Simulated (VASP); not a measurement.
Wanted: the native input for a VASP 6.6.1 run.

- Task: single point
- Functional: PBEsol
- Potentials or basis: VASP PAW PBE potentials, release 64 (Gd)
- Cutoff: 520 eV
- k mesh: 14 × 14 × 8
- Occupations: fermi-dirac, width 0.05 eV
- Spin: collinear spin, antiferromagnetic start
- Starting moments: [7.22, -7.22] μB
- Dipole correction: no
- Further INCAR settings: ALGO = Normal; EDIFF = 1e-07; NBANDS = 29

The structure of Gd lies in POSCAR:

```
Gd
1.0
    3.4440288473      0.0000000000      0.0000000000
   -1.7220144236      2.9826164731      0.0000000000
    0.0000000000      0.0000000000      5.4937018953
Gd
2
Direct
    0.3333333333      0.6666666667      0.2500000000
    0.6666666667      0.3333333333      0.7500000000
```

One way to write it, as run:

INCAR

```
SYSTEM = Gd
PREC = Accurate
ENCUT = 520
EDIFF = 1E-7
ISMEAR = -1
SIGMA = 0.05
LREAL = .FALSE.
LASPH = .TRUE.
NELM = 150
ALGO = Normal
ISIF = 2
LWAVE = .FALSE.
LCHARG = .FALSE.
ISPIN = 2
MAGMOM = 7.22 -7.22
LORBIT = 11
LMAXMIX = 6
GGA = PS
NBANDS = 29
```

KPOINTS

```
Automatic mesh
0
G
  14 14 8
  0 0 0
```

Potentials or basis: VASP PAW PBE potentials, release 64 (Gd).

Command:

```sh
$ cat potpaw_PBE.64/Gd/POTCAR > POTCAR
$ mpirun -np 1 vasp_std > vasp.out
```

Results of the run:

| Item | Value |
| --- | --- |
| Pressure | 3.6 GPa |
| Band gap on the k mesh | zero (filled and empty bands overlap) |
| Net moment | 0.00 μB per cell |
| Site moments | Gd +6.93, -6.93 μB |
| Valence electrons inside the program's atomic spheres | Gd 15.27 |

Caveat: the cell stands under pressure; the PAW data sets were made with another functional, which shifts forces and pressure a little; spin-orbit coupling is left out, which moves the levels of the heavy elements; semilocal functionals describe open f shells poorly, which spoils levels, moments and volumes.

Run time: 33 min on 1 thread of Intel Xeon 8259CL, on a shared host, peak memory 0.44 GiB.
